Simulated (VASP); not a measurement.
# ZrS2 (P-3m1) in VASP: single point with LDA

Aim: the single point of ZrS2 with LDA.

All numbers are computed with VASP 6.6.1; they aren't measurements. Logs are shortened: lines on timing, memory, paths and dates and some standing lists are left out, and cuts for length are marked.

## Step 1: The cell of the first run

The structure is trigonal, space group P-3m1 (No. 164). Conventional cell: a = 3.691 Å, b = 3.691 Å, c = 6.041 Å, α = 90.00°, β = 90.00°, γ = 120.00°. Zr (site symmetry -3m) has 6 S at 2.57 Å within 3.4 Å. S (site symmetry 3m) has 3 Zr at 2.57 Å within 3.4 Å.

## Step 2: Single point, LDA

INCAR

```
SYSTEM = ZrS2
  PREC = Accurate
  ENCUT = 500
  EDIFF = 1E-6
  ISMEAR = 0
  SIGMA = 0.01
  LREAL = .FALSE.
  LASPH = .TRUE.
  NELM = 120
  ALGO = Normal
  ISIF = 2
  LWAVE = .FALSE.
  LCHARG = .FALSE.
  GGA = CA
  NBANDS = 19
  GGA_COMPAT = .FALSE.
```

KPOINTS

```
Automatic mesh
0
G
  4 4 2
  0 0 0
```

POSCAR

```
ZrS2
1.0
    3.6913830000      0.0000000000      0.0000000000
   -1.8456910000      3.1968310000      0.0000000000
    0.0000000000      0.0000000000      6.0410770000
Zr S
1 2
Direct
    0.0000000000      0.0000000000      0.0000000000
    0.6666666667      0.3333333333      0.7620900000
    0.3333333333      0.6666666667      0.2379100000
```

Potentials or basis: VASP PAW LDA potentials, release 64 (Zr_sv, S).

Launch:

```
cat potpaw_LDA.64/Zr_sv/POTCAR potpaw_LDA.64/S/POTCAR > POTCAR
mpirun -np 1 vasp_std > vasp.out
```

OUTCAR:

```text
SYSTEM = ZrS2
   PREC = Accurate
   ENCUT = 500
   EDIFF = 1E-6
   ISMEAR = 0
   LREAL = .FALSE.
   LASPH = .TRUE.
   NELM = 120
   ISIF = 2
   GGA = CA

 ion  position               nearest neighbor table
   1  0.000  0.000  0.000-   3 2.57   2 2.57   3 2.57   2 2.57   2 2.57   3 2.57
   2  0.667  0.333  0.762-   1 2.57   1 2.57   1 2.57
   3  0.333  0.667  0.238-   1 2.57   1 2.57   1 2.57

  LATTYP: Found a hexagonal cell.
 ALAT       =     3.6913830000
 C/A-ratio  =     1.6365348705

  Lattice vectors:

 A1 = (   3.6913830000,   0.0000000000,   0.0000000000)
 A2 = (  -1.8456910000,   3.1968310000,   0.0000000000)
 A3 = (   0.0000000000,   0.0000000000,   6.0410770000)

Analysis of symmetry for initial positions (statically):
=====================================================================
 Subroutine PRICEL returns:
 Original cell was already a primitive cell.

 Routine SETGRP: Setting up the symmetry group for a
 hexagonal supercell.

 Subroutine GETGRP returns: Found 12 space group operations
 (whereof 12 operations were pure point group operations)
 out of a pool of 24 trial point group operations.

The static configuration has the point symmetry D_3d.

Analysis of symmetry for dynamics (positions and initial velocities):
=====================================================================
 Subroutine PRICEL returns:
 Original cell was already a primitive cell.

 Routine SETGRP: Setting up the symmetry group for a
 hexagonal supercell.

 Subroutine GETGRP returns: Found 12 space group operations
 (whereof 12 operations were pure point group operations)
 out of a pool of 24 trial point group operations.

The dynamic configuration has the point symmetry D_3d.

 Subroutine INISYM returns: Found 12 space group operations
 (whereof 12 operations are pure point group operations),
 and found     1 'primitive' translations

----------------------------------------------------------------------------------------

                                     Primitive cell

  volume of cell :      71.2891

  direct lattice vectors                    reciprocal lattice vectors
     3.691383000  0.000000000  0.000000000     0.270901177  0.156404847  0.000000000
    -1.845691000  3.196831000  0.000000000     0.000000000  0.312809779  0.000000000
     0.000000000  0.000000000  6.041077000     0.000000000  0.000000000  0.165533397

  length of vectors
     3.691383000  3.691382358  6.041077000     0.312809725  0.312809779  0.165533397

  position of ions in fractional coordinates (direct lattice)
     0.000000000  0.000000000  0.000000000
     0.666666667  0.333333333  0.762090000
     0.333333333  0.666666667  0.237910000

  ion indices of the primitive-cell ions
   primitive index   ion index
                 1           1
                 2           2
                 3           3

----------------------------------------------------------------------------------------

 KPOINTS: Automatic mesh

Automatic generation of k-mesh.
 Grid dimensions read from file:
 generate k-points for:    4    4    2

 Generating k-lattice:

  Cartesian coordinates                     Fractional coordinates (reciprocal lattice)
     0.067725294  0.039101212  0.000000000     0.250000000  0.000000000  0.000000000
     0.000000000  0.078202445  0.000000000     0.000000000  0.250000000  0.000000000
     0.000000000  0.000000000  0.082766699     0.000000000  0.000000000  0.500000000

  Length of vectors
     0.078202431  0.078202445  0.082766699

  Shift w.r.t. Gamma in fractional coordinates (k-lattice)
     0.000000000  0.000000000  0.000000000

 Subroutine IBZKPT returns following result:
 ===========================================

 Found      8 irreducible k-points:

 Following reciprocal coordinates:
            Coordinates               Weight
  0.000000  0.000000  0.000000      1.000000
  0.250000  0.000000  0.000000      6.000000
  0.500000  0.000000  0.000000      3.000000
  0.250000  0.250000  0.000000      6.000000
  0.000000  0.000000  0.500000      1.000000
  0.250000  0.000000  0.500000      6.000000
  0.500000  0.000000  0.500000      3.000000
  0.250000  0.250000  0.500000      6.000000
   k-points           NKPTS =      8   k-points in BZ     NKDIM =      8   number of bands    NBANDS=     19
   number of dos      NEDOS =    301   number of ions     NIONS =      3
   total plane-waves  NPLWV =  37632
   dimension x,y,z NGX =    28 NGY =   28 NGZ =   48
   dimension x,y,z NGXF=    56 NGYF=   56 NGZF=   96
   ions per type =               1   2
   NGX,Y,Z   is equivalent  to a cutoff of  12.61, 12.61, 13.21 a.u.
   NGXF,Y,Z  is equivalent  to a cutoff of  25.22, 25.22, 26.42 a.u.
 SYSTEM =  ZrS2
   PREC   = accura    normal or accurate (medium, high low for compatibility)
   ISTART =      0    job   : 0-new  1-cont  2-samecut
   ICHARG =      2    charge: 1-file 2-atom 10-const
   ISPIN  =      1    spin polarized calculation?
   LNONCOLLINEAR =      F non collinear calculations
   LSORBIT =      F    spin-orbit coupling
   LASPH  =      T    aspherical Exc in radial PAW
   ENCUT  =  500.0 eV  36.75 Ry    6.06 a.u.   6.73  6.73 11.01*2*pi/ulx,y,z
   NELM   =    120;   NELMIN=  2; NELMDL= -5     # of ELM steps
   EDIFF  = 0.1E-05   stopping-criterion for ELM
   LREAL  =      F    real-space projection
   EDIFFG = 0.1E-04   stopping-criterion for IOM
   NSW    =      0    number of steps for IOM
   IBRION =     -1    ionic relax: 0-MD 1-quasi-New 2-CG
   NFREE  =      0    steps in history (QN), initial steepest desc. (CG)
   ISIF   =      2    stress and relaxation
   ISYM   =      2    0-nonsym 1-usesym 2-fastsym
   POTIM  = 0.5000    time-step for ionic-motion
   TEBEG  =    0.0;   TEEND  =   0.0 temperature during run
   PSTRESS=    0.0 pullay stress
   NELECT =      24.0000    total number of electrons
   NUPDOWN=      -1.0000    fix difference up-down
   EMIN   =  10.00;   EMAX   =-10.00  energy-range for DOS
   EFERMI =   0.00;   METHOD = LEGACY
   ISMEAR =     0;   SIGMA  =   0.01  broadening in eV -4-tet -1-fermi 0-gaus
   EFERMI_NEDOS =   21; number of points for ismear=-14 and -15
   IALGO  =     38    algorithm
   IMIX   =      4    mixing-type and parameters
     AMIX     =   0.40;   BMIX     =  1.00
     AMIX_MAG =   1.60;   BMIX_MAG =  1.00
  volume/ion in A,a.u.               =      23.76       160.36
  Fermi-wavevector in a.u.,A,eV,Ry     =   1.138861  2.152136 17.646827  1.297005
  Thomas-Fermi vector in A             =   2.275565
   LORBIT       =      0    0 simple, 1 ext, 2 COOP (PROOUT), +10 PAW based schemes
   GGA     = CA    functional components
   LHFCALC =     F    Hartree Fock is set to
   AEXX    =    0.0000 exact exchange contribution
   IVDW    =     0    specifies the selected vdW correction
   LEPSILON=     F    determine dielectric tensor
   LRPA    =     F    only Hartree local field effects (RPA)
 non-spin polarized calculation
 Gauss-broadening in eV      SIGMA  =   0.01
  energy-cutoff  :      500.00
  volume of cell :       71.29
 maximum number of plane-waves:      1834
 NGX is ok and might be reduce to    28
   NGX = 13   NGY = 13   NGZ = 23

 number of electron      23.9999999 magnetization

 Free energy of the ion-electron system (eV)
  ---------------------------------------------------
  ext. energy  EPLUGINS =         0.00000000
  ---------------------------------------------------
  free energy    TOTEN  =       -23.23842460 eV

  energy without entropy =      -23.23842460  energy(sigma->0) =      -23.23842460

 E-fermi :   4.0025     XC(G=0):  -9.6881

 val. band max:        3.9297302268   @ k =   0.0000   0.0000   0.0000
 cond. band min:       4.8556354069   @ k =   0.5000   0.0000   0.5000
 fundamental gap:      0.9259051801
 Fermi energy:         4.0024732609

 k-point     1 :       0.0000    0.0000    0.0000
  band No.  band energies     occupation
      1     -44.7752      2.00000
      2     -22.9947      2.00000
      3     -22.8391      2.00000
      4     -22.8391      2.00000
      5      -8.5455      2.00000
      6      -7.1191      2.00000
      7      -0.3101      2.00000
      8       1.1850      2.00000
      9       1.1850      2.00000
     10       3.9067      2.00000
     11       3.9067      2.00000
     12       3.9297      2.00000
     13       5.4220      0.00000
     14       5.4220      0.00000
     15       6.2475      0.00000
     16       8.9378      0.00000
     17       8.9378      0.00000
     18       9.4315      0.00000
     19       9.6962      0.00000

 k-point     2 :       0.2500    0.0000    0.0000
  band No.  band energies     occupation
      1     -44.7662      2.00000
      2     -22.9723      2.00000
      3     -22.9618      2.00000
      4     -22.8667      2.00000
      5      -7.9918      2.00000
      6      -7.2436      2.00000
      7       0.4034      2.00000
      8       0.8978      2.00000
      9       1.4724      2.00000
     10       1.5097      2.00000
     11       2.9819      2.00000
     12       3.6043      2.00000
     13       5.3355      0.00000
     14       6.5535      0.00000
     15       6.8613      0.00000
     16       8.7311      0.00000
     17       9.0145      0.00000
     18      11.2380      0.00000
     19      12.0029      0.00000

 k-point     3 :       0.5000    0.0000    0.0000
  band No.  band energies     occupation
      1     -44.7572      2.00000
      2     -23.0909      2.00000
      3     -22.9393      2.00000
      4     -22.8941      2.00000
      5      -7.5680      2.00000
      6      -7.1297      2.00000
      7      -0.3581      2.00000
      8       1.3946      2.00000
      9       1.5126      2.00000
     10       1.5739      2.00000
     11       2.2866      2.00000
     12       2.8128      2.00000
     13       5.0363      0.00000
     14       7.0816      0.00000
     15       7.3421      0.00000
     16       9.6214      0.00000
     17       9.7949      0.00000
     18      10.5173      0.00000
     19      11.7408      0.00000

 k-point     4 :       0.2500    0.2500    0.0000
  band No.  band energies     occupation
      1     -44.7572      2.00000
      2     -23.0420      2.00000
      3     -22.9476      2.00000
      4     -22.9364      2.00000
      5      -7.3775      2.00000
      6      -7.3299      2.00000
      7       0.3434      2.00000
      8       0.8001      2.00000
      9       1.2906      2.00000
     10       1.6640      2.00000
     11       1.8992      2.00000
     12       2.8315      2.00000
     13       5.9607      0.00000
     14       6.7908      0.00000
     15       7.1614      0.00000
     16       8.4440      0.00000
     17       9.7370      0.00000
     18      11.6648      0.00000
     19      12.8476      0.00000

 k-point     5 :       0.0000    0.0000    0.5000
  band No.  band energies     occupation
      1     -44.7752      2.00000
      2     -22.9951      2.00000
      3     -22.8391      2.00000
      4     -22.8391      2.00000
      5      -8.3503      2.00000
      6      -7.4205      2.00000
      7       0.6167      2.00000
      8       1.2126      2.00000
      9       1.2126      2.00000
     10       2.3236      2.00000
     11       3.8060      2.00000
     12       3.8060      2.00000
     13       5.3951      0.00000
     14       5.3951      0.00000
     15       6.5768      0.00000
     16       9.2372      0.00000
     17       9.2372      0.00000
     18      10.0790      0.00000
     19      11.2672      0.00000

 k-point     6 :       0.2500    0.0000    0.5000
  band No.  band energies     occupation
      1     -44.7662      2.00000
      2     -22.9724      2.00000
      3     -22.9619      2.00000
      4     -22.8667      2.00000
      5      -7.8298      2.00000
      6      -7.4361      2.00000
      7       0.3472      2.00000
      8       0.9366      2.00000
      9       1.4540      2.00000
     10       1.8723      2.00000
     11       2.9957      2.00000
     12       3.2944      2.00000
     13       5.2509      0.00000
     14       6.6008      0.00000
     15       7.1603      0.00000
     16       8.2994      0.00000
     17       8.9580      0.00000
     18      11.2092      0.00000
     19      12.0499      0.00000

 k-point     7 :       0.5000    0.0000    0.5000
  band No.  band energies     occupation
      1     -44.7572      2.00000
      2     -23.0908      2.00000
      3     -22.9395      2.00000
      4     -22.8941      2.00000
      5      -7.6339      2.00000
      6      -7.0435      2.00000
      7      -0.4616      2.00000
      8       0.8732      2.00000
      9       1.3982      2.00000
     10       1.7368      2.00000
     11       3.0139      2.00000
     12       3.1869      2.00000
     13       4.8556      0.00000
     14       7.0746      0.00000
     15       7.3404      0.00000
     16       9.2144      0.00000
     17       9.6311      0.00000
     18      10.2378      0.00000
     19      11.0153      0.00000

 k-point     8 :       0.2500    0.2500    0.5000
  band No.  band energies     occupation
      1     -44.7572      2.00000
      2     -23.0420      2.00000
      3     -22.9477      2.00000
      4     -22.9365      2.00000
      5      -7.4146      2.00000
      6      -7.2900      2.00000
      7       0.2752      2.00000
      8       0.4537      2.00000
      9       1.5456      2.00000
     10       1.8024      2.00000
     11       2.1555      2.00000
     12       2.8145      2.00000
     13       6.0099      0.00000
     14       6.3618      0.00000
     15       7.1998      0.00000
     16       8.7486      0.00000
     17       9.6432      0.00000
     18      11.8811      0.00000
     19      11.9268      0.00000

------------------------ aborting loop because EDIFF is reached ----------------------------------------

  FORCE on cell =-STRESS in cart. coord.  units (eV):
  Direction    XX          YY          ZZ          XY          YZ          ZX
  --------------------------------------------------------------------------------------
  -------------------------------------------------------------------------------------
  Total       -2.0078483     -2.0078477     -1.5479294     -0.0000003     -0.0000000      0.0000000
  in kB      -45.1251155    -45.1251027    -34.7887301     -0.0000071     -0.0000000      0.0000000
  external PRESSURE =     -41.6796494 kB  Pullay stress =       0.0000000 kB

 VOLUME and BASIS-vectors are now :
 -----------------------------------------------------------------------------
  energy-cutoff  :      500.00
  volume of cell :       71.29
      direct lattice vectors                 reciprocal lattice vectors
     3.691383000  0.000000000  0.000000000     0.270901177  0.156404847  0.000000000
    -1.845691000  3.196831000  0.000000000     0.000000000  0.312809779  0.000000000
     0.000000000  0.000000000  6.041077000     0.000000000  0.000000000  0.165533397

 POSITION                                       TOTAL-FORCE (eV/Angst)
 -----------------------------------------------------------------------------------
      0.00000      0.00000      0.00000         0.000000      0.000000     -0.000000
      1.84569      1.06561      4.60384         0.000000      0.000000      0.311337
      0.00000      2.13122      1.43723        -0.000000     -0.000000     -0.311337
 -----------------------------------------------------------------------------------
    total drift:                                0.000000      0.000000     -0.000000

  FREE ENERGIE OF THE ION-ELECTRON SYSTEM (eV)
  ---------------------------------------------------
  free  energy   TOTEN  =       -23.2384246047 eV

  energy  without entropy=      -23.2384246047  energy(sigma->0) =      -23.23842460
```

Run time: 18 s. Hardware: 1 thread of Intel Xeon 8259CL, shared host; peak memory 0.16 GiB.

Results:

* Free energy: -23.2384 eV
* Pressure: -4.2 GPa
* Largest force: 0.311 eV/Å
* Band gap on the k mesh: 0.93 eV, indirect (least direct gap 1.49 eV)

Forces in eV/Å, atoms in the order of the input:
```
Zr   0.000  0.000  0.000
S    0.000  0.000  0.311
S    0.000  0.000 -0.311
```

Caveat: the k points lie up to 0.52 Å⁻¹ apart.
